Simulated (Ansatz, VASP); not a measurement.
# Mg in VASP and in Ansatz

File POSCAR:

```
Mg
1.0
    0.0000000000      2.2843159696      2.2843159696
    2.2843159696      0.0000000000      2.2843159696
    2.2843159696      2.2843159696      0.0000000000
Mg
1
Direct
    0.0000000000      0.0000000000      0.0000000000
```

Contents of INCAR.step1:

```
SYSTEM = Mg
ALGO = Normal
EDIFF = 1E-4
ENCUT = 520
GGA = PE
ISMEAR = 0
LASPH = .True.
LCHARG = .False.
LREAL = .False.
LWAVE = .True.
NBANDS = 7
NELM = 100
PREC = Accurate
SIGMA = 0.1
```

File INCAR.step2:

```
SYSTEM = Mg
ALGO = Normal
EDIFF = 1E-7
ENCUT = 520
ISIF = 2
ISMEAR = 0
ISTART = 1
LASPH = .True.
LCHARG = .True.
LELF = .True.
LMIXTAU = .True.
LREAL = .False.
LVHAR = .True.
LWAVE = .False.
METAGGA = R2SCAN
NBANDS = 7
NELM = 100
PREC = Accurate
SIGMA = 0.1
```

Contents of KPOINTS:

```
k-points
0
Gamma
  16 16 16
  0 0 0
```

Input for Ansatz:

```yaml
crystal:
  lattice:
    - [0.0, 2.2843159696, 2.2843159696]
    - [2.2843159696, 0.0, 2.2843159696]
    - [2.2843159696, 2.2843159696, 0.0]
  atoms:
    - { symbol: Mg, position: [0.0, 0.0, 0.0] }
basis:
  ecutwfc: 500
kpoints:
  mp_grid: { grid: [16, 16, 16] }
hamiltonian:
  xc: r2scan
scf:
  occupations: { method: gaussian, width: 0.1 }
output:
  forces: true
  stress: true
  eigenvalues: true
  populations: true
```

Alike in both runs: task single point; functional r2SCAN; k mesh 16 × 16 × 16; occupations gaussian, width 0.1 eV; no spin polarisation.

|  | VASP | Ansatz |
| --- | --- | --- |
| version | VASP 6.6.1 | Ansatz 0.2.0 |
| potentials or method | VASP PAW PBE potentials, release 64 (Mg), cutoff 520 eV | scalar-relativistic, plane waves, PAW |
| valence electrons in the cell | 2 | 10 |

Ansatz gave:

| Item | Value |
| --- | --- |
| gap on the k mesh at the Fermi level (eV) | none |
| pressure (GPa) | -1.7 |

Q: Which values does VASP return?

A: gap on the k mesh at the Fermi level (eV): none; pressure (GPa): -1.9.

VASP's potentials were made for PBE, not for r2SCAN. A gap of «none» marks a metal or a gap that the smearing closes. The functional is the same, so the differences come from potentials, cutoffs and numerics. VASP's potentials hold 2 valence electrons a cell and Ansatz's 10, so a difference there can come from the potentials and not from the codes.
